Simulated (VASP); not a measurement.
# GaN (P6_3mc) in VASP: a series of runs, part 2 of 2

VASP 6.6.1.

### 3 Single point, r2SCAN (strain +0.050 along x and y, +0.050 along z)

Input file POSCAR:

```
GaN
1.0
    3.3389996435      0.0000000000      0.0000000000
   -1.6694998218      2.8916585145      0.0000000000
    0.0000000000      0.0000000000      5.4243000000
Ga N
2 2
Direct
    0.3333333333      0.6666666667      0.0000000000
    0.6666666667      0.3333333333      0.5000000000
    0.3333333333      0.6666666667      0.3750000000
    0.6666666667      0.3333333333      0.8750000000
```

Input file INCAR.step1:

```
PREC = Accurate
ENCUT = 520
ISMEAR = 0
SIGMA = 0.05
LREAL = False
LASPH = True
NELM = 80
NBANDS = 26
GGA = PE
ALGO = Normal
EDIFF = 1E-4
LWAVE = True
LCHARG = False
```

Input file INCAR.step2:

```
PREC = Accurate
ENCUT = 520
EDIFF = 1E-6
ISMEAR = 0
SIGMA = 0.05
LREAL = False
LASPH = True
NELM = 80
ALGO = Normal
ISIF = 2
LWAVE = False
LCHARG = True
METAGGA = R2SCAN
LMIXTAU = True
LELF = True
LVHAR = True
NBANDS = 26
ISTART = 1
```

Input file KPOINTS:

```
regular mesh
0
Gamma
  12 12 6
```

Potentials or basis: VASP PAW PBE potentials, release 64 (Ga_d, N).

Started as:

```
> cat potpaw_PBE.64/Ga_d/POTCAR potpaw_PBE.64/N/POTCAR > POTCAR
> cp INCAR.step1 INCAR
> mpirun -np 1 vasp_std > vasp.out
> cp INCAR.step2 INCAR
> mpirun -np 1 vasp_std > vasp.out
```

OUTCAR:

```text
PREC = Accurate
   ENCUT = 520
   EDIFF = 1E-6
   ISMEAR = 0
   LREAL = False
   LASPH = True
   NELM = 80
   ISIF = 2
   METAGGA = R2SCAN
   ISTART = 1

 ion  position               nearest neighbor table
   1  0.333  0.667  0.000-   3 2.03   4 2.04   4 2.04   4 2.04
   2  0.667  0.333  0.500-   4 2.03   3 2.04   3 2.04   3 2.04
   3  0.333  0.667  0.375-   1 2.03   2 2.04   2 2.04   2 2.04
   4  0.667  0.333  0.875-   2 2.03   1 2.04   1 2.04   1 2.04

  LATTYP: Found a hexagonal cell.
 ALAT       =     3.3389996435
 C/A-ratio  =     1.6245284753

  Lattice vectors:

 A1 = (   3.3389996435,   0.0000000000,   0.0000000000)
 A2 = (  -1.6694998218,   2.8916585145,   0.0000000000)
 A3 = (   0.0000000000,   0.0000000000,   5.4243000000)

Analysis of symmetry for initial positions (statically):
=====================================================================
 Subroutine PRICEL returns:
 Original cell was already a primitive cell.

 Routine SETGRP: Setting up the symmetry group for a
 hexagonal supercell.

 Subroutine GETGRP returns: Found 12 space group operations
 (whereof  6 operations were pure point group operations)
 out of a pool of 24 trial point group operations.

The static configuration has the point symmetry C_3v.
 The point group associated with its full space group is C_6v.

Analysis of symmetry for dynamics (positions and initial velocities):
=====================================================================
 Subroutine PRICEL returns:
 Original cell was already a primitive cell.

 Routine SETGRP: Setting up the symmetry group for a
 hexagonal supercell.

 Subroutine GETGRP returns: Found 12 space group operations
 (whereof  6 operations were pure point group operations)
 out of a pool of 24 trial point group operations.

The dynamic configuration has the point symmetry C_3v.
 The point group associated with its full space group is C_6v.

 Subroutine INISYM returns: Found 12 space group operations
 (whereof  6 operations are pure point group operations),
 and found     1 'primitive' translations

----------------------------------------------------------------------------------------

                                     Primitive cell

  volume of cell :      52.3730

  direct lattice vectors                    reciprocal lattice vectors
     3.338999643  0.000000000  0.000000000     0.299490898  0.172911150  0.000000000
    -1.669499822  2.891658514  0.000000000     0.000000000  0.345822301  0.000000000
     0.000000000  0.000000000  5.424300000     0.000000000  0.000000000  0.184355585

  length of vectors
     3.338999643  3.338999644  5.424300000     0.345822301  0.345822301  0.184355585

  position of ions in fractional coordinates (direct lattice)
     0.333333333  0.666666667  0.000000000
     0.666666667  0.333333333  0.500000000
     0.333333333  0.666666667  0.375000000
     0.666666667  0.333333333  0.875000000

  ion indices of the primitive-cell ions
   primitive index   ion index
                 1           1
                 2           2
                 3           3
                 4           4

----------------------------------------------------------------------------------------

 KPOINTS: regular mesh

Automatic generation of k-mesh.
 Grid dimensions read from file:
 generate k-points for:   12   12    6

 Generating k-lattice:

  Cartesian coordinates                     Fractional coordinates (reciprocal lattice)
     0.024957575  0.014409263  0.000000000     0.083333333  0.000000000  0.000000000
     0.000000000  0.028818525  0.000000000     0.000000000  0.083333333  0.000000000
     0.000000000  0.000000000  0.030725931     0.000000000  0.000000000  0.166666667

  Length of vectors
     0.028818525  0.028818525  0.030725931

  Shift w.r.t. Gamma in fractional coordinates (k-lattice)
     0.000000000  0.000000000  0.000000000

 Subroutine IBZKPT returns following result:
 ===========================================

 Found     76 irreducible k-points:

 Following reciprocal coordinates:
            Coordinates               Weight
  0.000000  0.000000  0.000000      1.000000
  0.083333 -0.000000  0.000000      6.000000
  0.166667 -0.000000  0.000000      6.000000
  0.250000  0.000000  0.000000      6.000000
  0.333333  0.000000  0.000000      6.000000
  0.416667 -0.000000  0.000000      6.000000
[... 16 lines left out ...]
  0.250000  0.000000  0.166667     12.000000
  0.333333  0.000000  0.166667     12.000000
 [... further k-points ...]
   k-points           NKPTS =     76   k-points in BZ     NKDIM =     76   number of bands    NBANDS=     26
   number of dos      NEDOS =    301   number of ions     NIONS =      4
   total plane-waves  NPLWV =  31360
   dimension x,y,z NGX =    28 NGY =   28 NGZ =   40
   dimension x,y,z NGXF=    56 NGYF=   56 NGZF=   80
   ions per type =               2   2
   NGX,Y,Z   is equivalent  to a cutoff of  13.94, 13.94, 12.26 a.u.
   NGXF,Y,Z  is equivalent  to a cutoff of  27.88, 27.88, 24.52 a.u.
 SYSTEM =  unknown system
   PREC   = accura    normal or accurate (medium, high low for compatibility)
   ISTART =      1    job   : 0-new  1-cont  2-samecut
   ICHARG =      0    charge: 1-file 2-atom 10-const
   ISPIN  =      1    spin polarized calculation?
   LNONCOLLINEAR =      F non collinear calculations
   LSORBIT =      F    spin-orbit coupling
   LASPH  =      T    aspherical Exc in radial PAW
   ENCUT  =  520.0 eV  38.22 Ry    6.18 a.u.   6.21  6.21 10.09*2*pi/ulx,y,z
   NELM   =     80;   NELMIN=  2; NELMDL=  0     # of ELM steps
   EDIFF  = 0.1E-05   stopping-criterion for ELM
   LREAL  =      F    real-space projection
   EDIFFG = 0.1E-04   stopping-criterion for IOM
   NSW    =      0    number of steps for IOM
   IBRION =     -1    ionic relax: 0-MD 1-quasi-New 2-CG
   NFREE  =      0    steps in history (QN), initial steepest desc. (CG)
   ISIF   =      2    stress and relaxation
   ISYM   =      2    0-nonsym 1-usesym 2-fastsym
   POTIM  = 0.5000    time-step for ionic-motion
   TEBEG  =    0.0;   TEEND  =   0.0 temperature during run
   PSTRESS=    0.0 pullay stress
   NELECT =      36.0000    total number of electrons
   NUPDOWN=      -1.0000    fix difference up-down
   EMIN   =  10.00;   EMAX   =-10.00  energy-range for DOS
   EFERMI =   0.00;   METHOD = LEGACY
   ISMEAR =     0;   SIGMA  =   0.05  broadening in eV -4-tet -1-fermi 0-gaus
   EFERMI_NEDOS =   21; number of points for ismear=-14 and -15
   IALGO  =     38    algorithm
   IMIX   =      4    mixing-type and parameters
     AMIX     =   0.40;   BMIX     =  1.00
     AMIX_MAG =   1.60;   BMIX_MAG =  1.00
  volume/ion in A,a.u.               =      13.09        88.36
  Fermi-wavevector in a.u.,A,eV,Ry     =   1.444796  2.730269 28.401298  2.087437
  Thomas-Fermi vector in A             =   2.563051
   LORBIT       =      0    0 simple, 1 ext, 2 COOP (PROOUT), +10 PAW based schemes
   METAGGA = R2SCAN    functional components
   LHFCALC =     F    Hartree Fock is set to
   AEXX    =    0.0000 exact exchange contribution
   IVDW    =     0    specifies the selected vdW correction
   LEPSILON=     F    determine dielectric tensor
   LRPA    =     F    only Hartree local field effects (RPA)
 non-spin polarized calculation
 Gauss-broadening in eV      SIGMA  =   0.05
  energy-cutoff  :      520.00
  volume of cell :       52.37
 maximum number of plane-waves:      1436
 NGX is ok and might be reduce to    28
   NGX = 13   NGY = 13   NGZ = 21

 number of electron      36.0000015 magnetization

 Free energy of the ion-electron system (eV)
  ---------------------------------------------------
  ext. energy  EPLUGINS =         0.00000000
  ---------------------------------------------------
  free energy    TOTEN  =       -43.36285877 eV

  energy without entropy =      -43.36285877  energy(sigma->0) =      -43.36285877

 E-fermi :   3.9574     XC(G=0): -11.8549

 val. band max:        3.6873771945   @ k =   0.0000   0.0000   0.0000
 cond. band min:       5.0500848303   @ k =   0.0000   0.0000   0.0000
 fundamental gap:      1.3627076358
 Fermi energy:         3.9573924099

 k-point     1 :       0.0000    0.0000    0.0000
  band No.  band energies     occupation
      1     -12.0158      2.00000
      2     -11.4459      2.00000
      3     -10.1334      2.00000
      4     -10.1181      2.00000
      5     -10.1181      2.00000
      6     -10.0738      2.00000
[... 18 lines left out ...]
     25      15.0823      0.00000
     26      15.0824      0.00000
[... 644 lines left out ...]
      4     -10.0607      2.00000
      5     -10.0123      2.00000
      6      -9.9793      2.00000
[... 18 lines left out ...]
     25      14.9208      0.00000
     26      16.4012      0.00000

 [... further k-points ...]
[... 5 lines left out ...]
  --------------------------------------------------------------------------------------
  -------------------------------------------------------------------------------------
  Total       -6.5828022     -6.5828022     -6.2322379      0.0000000      0.0000000      0.0000000
  in kB     -201.3790590   -201.3790590   -190.6547061      0.0000000      0.0000000      0.0000000
  external PRESSURE =    -197.8042747 kB  Pullay stress =       0.0000000 kB

 VOLUME and BASIS-vectors are now :
 -----------------------------------------------------------------------------
  energy-cutoff  :      520.00
  volume of cell :       52.37
      direct lattice vectors                 reciprocal lattice vectors
     3.338999643  0.000000000  0.000000000     0.299490898  0.172911150  0.000000000
    -1.669499822  2.891658514  0.000000000     0.000000000  0.345822301  0.000000000
     0.000000000  0.000000000  5.424300000     0.000000000  0.000000000  0.184355585

 POSITION                                       TOTAL-FORCE (eV/Angst)
 -----------------------------------------------------------------------------------
     -0.00000      1.92777      0.00000        -0.000000     -0.000000     -0.109228
      1.66950      0.96389      2.71215         0.000000      0.000000     -0.109228
     -0.00000      1.92777      2.03411        -0.000000      0.000000      0.109228
      1.66950      0.96389      4.74626        -0.000000     -0.000000      0.109228
 -----------------------------------------------------------------------------------
    total drift:                                0.000001      0.000001     -0.035990

  FREE ENERGIE OF THE ION-ELECTRON SYSTEM (eV)
  ---------------------------------------------------
  free  energy   TOTEN  =       -43.3628587705 eV

  energy  without entropy=      -43.3628587705  energy(sigma->0) =      -43.36285877
```

It took 4.5 min on 1 thread of Intel Xeon Platinum 8559C (Emerald Rapids), shared host; peak memory 0.23 GiB.

Results:

| Property | Result |
| --- | --- |
| Free energy | -43.3629 eV |
| Pressure | -19.8 GPa |
| Largest force | 0.109 eV/Å |
| Band gap on the k mesh | 1.36 eV |

Forces on the atoms (eV/Å):
```
Ga   0.000  0.000 -0.109
Ga   0.000  0.000 -0.109
N    0.000  0.000  0.109
N    0.000  0.000  0.109
```

Stress tensor (GPa, compression positive):
```
-20.14   0.00   0.00
  0.00 -20.14   0.00
  0.00   0.00 -19.07
```

Caveat: the cell differs from its parent crystal (strain +0.050 along x and y, +0.050 along z); the cell stands under tension; the PAW data sets were made with another functional, which shifts forces and pressure a little.
